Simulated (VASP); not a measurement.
**KF: single point with PBE**

KF:

```
CELL_PARAMETERS angstrom
0.14922 2.82981 2.82981
2.82981 0.14922 2.82981
2.82981 2.82981 0.14922
ATOMIC_POSITIONS crystal
K 0.00000 0.00000 0.00000
F 0.50000 0.50000 0.50000
```

```json
{"Program": "VASP 6.6.1", "Task": "single point", "Functional": "PBE", "Potentials or basis": "VASP PAW PBE potentials, release 64 (K_sv, F)", "Cutoff": "520 eV", "k mesh": "8 × 8 × 8", "Occupations": "gaussian, width 0.05 eV", "Spin": "no spin polarisation", "Dipole correction": "no", "Further INCAR settings": "ALGO = Normal; EDIFF = 1e-06; NBANDS = 15"}
```

```
Pressure               : -1.3 GPa
Band gap on the k mesh : 5.65 eV
```

Stress tensor (GPa, compression positive):
```
-1.31 -0.85 -0.85
-0.85 -1.31 -0.85
-0.85 -0.85 -1.31
```

Levels at points of the mesh, in eV from the valence-band top:
| k point | band 6 | band 7 | band 8 | band 9 | band 10 | band 11 |
| --- | --- | --- | --- | --- | --- | --- |
| (0.00, 0.00, 0.00) | -0.09 | 0.00 | 0.00 | 5.65 | 9.91 | 10.57 |
| (0.50, 0.00, 0.00) | -0.73 | -0.40 | -0.28 | 8.68 | 9.97 | 11.30 |
| (0.50, 0.50, 0.00) | -0.29 | -0.14 | -0.07 | 8.04 | 9.73 | 11.07 |
| (0.50, 0.50, 0.50) | -0.75 | -0.22 | -0.22 | 8.38 | 9.70 | 11.48 |

Run time: 70 s on 1 thread of Intel Xeon 8259CL, with other jobs on the host, peak memory 0.19 GiB.

A k mesh can miss the band edges.
